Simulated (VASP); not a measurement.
Set up this calculation in VASP 6.6.1, as the native input.

```
Task                    : density of states
Functional              : PBE
Potentials or basis     : VASP PAW PBE potentials, release 64 (Pt)
Cutoff                  : 520 eV
k mesh                  : 16 × 16 × 16
Occupations             : fermi-dirac, width 0.05 eV
Spin                    : no spin polarisation
Dipole correction       : no
k mesh for the DOS      : 24 × 24 × 24
Occupations for the DOS : tetrahedron
Further INCAR settings  : ALGO = Normal; EDIFF = 1e-07; NBANDS = 11
```

The system is Pt.

```
Pt
1.0
     2.62435    0.00000    0.00000
     0.00000    2.62435    0.00000
     0.00000    0.00000    2.62435
Pt
1
Direct
  0.00000 0.00000 0.00000
```

The input as run:

POSCAR

```
Pt
1.0
    2.6243521135      0.0000000000      0.0000000000
    0.0000000000      2.6243521135      0.0000000000
    0.0000000000      0.0000000000      2.6243521135
Pt
1
Direct
    0.0000000000      0.0000000000      0.0000000000
```

INCAR.step1

```
SYSTEM = Pt
PREC = Accurate
ENCUT = 520
EDIFF = 1E-7
ISMEAR = -1
SIGMA = 0.05
LREAL = .False.
LASPH = .True.
NELM = 60
ALGO = Normal
ISIF = 2
LWAVE = .False.
LCHARG = .True.
LMAXMIX = 4
GGA = PE
NBANDS = 11
```

KPOINTS.step1

```
regular mesh
0
Gamma
  16 16 16
  0 0 0
```

INCAR.step2

```
SYSTEM = Pt
PREC = Accurate
ENCUT = 520
EDIFF = 1E-7
ISMEAR = -5
SIGMA = 0.05
LREAL = .False.
LASPH = .True.
NELM = 60
ALGO = Normal
ISIF = 2
LWAVE = .False.
LCHARG = .False.
LMAXMIX = 4
GGA = PE
LORBIT = 11
NBANDS = 11
NEDOS = 1001
ICHARG = 11
```

KPOINTS.step2

```
regular mesh
0
Gamma
  24 24 24
  0 0 0
```

Potentials or basis: VASP PAW PBE potentials, release 64 (Pt).

Run with:

```bash
$ cat potpaw_PBE.64/Pt/POTCAR > POTCAR
$ cp INCAR.step1 INCAR
$ cp KPOINTS.step1 KPOINTS
$ mpirun -np 1 vasp_std > vasp.out
$ cp INCAR.step2 INCAR
$ cp KPOINTS.step2 KPOINTS
$ mpirun -np 1 vasp_std > vasp.out
```

Results of the run:

| Item | Value |
| --- | --- |
| Valence electrons inside the program's atomic spheres | Pt 9.21 |

Caveat: spin-orbit coupling is left out, which moves the levels of the heavy elements.

It took 53 s on 1 thread of Intel(R) Xeon(R) Platinum 8488C (Sapphire Rapids), with other jobs on the host, peak memory 0.2 GiB.
